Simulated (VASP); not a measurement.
Set up this calculation in VASP 6.6.1, as the native input.

| Property | Result |
| --- | --- |
| Task | single point |
| Functional | LDA |
| Potentials or basis | VASP PAW LDA potentials, release 64 (Al, Cu) |
| Cutoff | 520 eV |
| k mesh | 12 × 12 × 8 |
| Occupations | gaussian, width 0.15 eV |
| Spin | no spin polarisation |
| Dipole correction | no |
| Further INCAR settings | ALGO = Fast; EDIFF = 1e-06; NBANDS = 24 |

The structure of Al3Cu2 lies in POSCAR:

```
Al3Cu2
1.0
    4.1029648401      0.0000000000      0.0000000000
   -2.0514824200      3.5532717824      0.0000000000
    0.0000000000      0.0000000000      4.8166428933
Al Cu
3 2
Direct
    0.0000000000      0.0000000000      0.0000000000
    0.3639243918      0.6666666667      0.3508928116
    0.6360756082      0.3333333333      0.6491071884
    0.2825408191      0.6666666667      0.8415870660
    0.7174591809      0.3333333333      0.1584129340
```

This cell differs from its parent crystal: atoms displaced along a vibrational mode, the cell strained.

The input as run:

INCAR

```
SYSTEM = Al3Cu2
PREC = Accurate
ENCUT = 520
EDIFF = 1E-6
ISMEAR = 0
SIGMA = 0.15
LREAL = .False.
LASPH = .True.
NELM = 100
ALGO = Fast
ISIF = 2
LWAVE = .False.
LCHARG = .False.
NBANDS = 24
```

KPOINTS

```
regular mesh
0
Gamma
  12 12 8
  0 0 0
```

Potentials or basis: VASP PAW LDA potentials, release 64 (Al, Cu).

Run with:

```console
$ cat potpaw_LDA.64/Al/POTCAR potpaw_LDA.64/Cu/POTCAR > POTCAR
$ mpirun -np 1 vasp_std > vasp.out
```

It gave:

The pressure is 2.9 GPa and the largest force is 0.799 eV/Å. The band gap on the k mesh is zero (an odd number of electrons rules out a gap without spin polarisation).

Caveat: the cell differs from its parent crystal (atoms displaced along a vibrational mode, the cell strained); the stress differs along the axes, from -0 to 5 GPa.

It took 34 min on 1 thread of Intel Xeon 8259CL, on a shared host, peak memory 0.82 GiB.
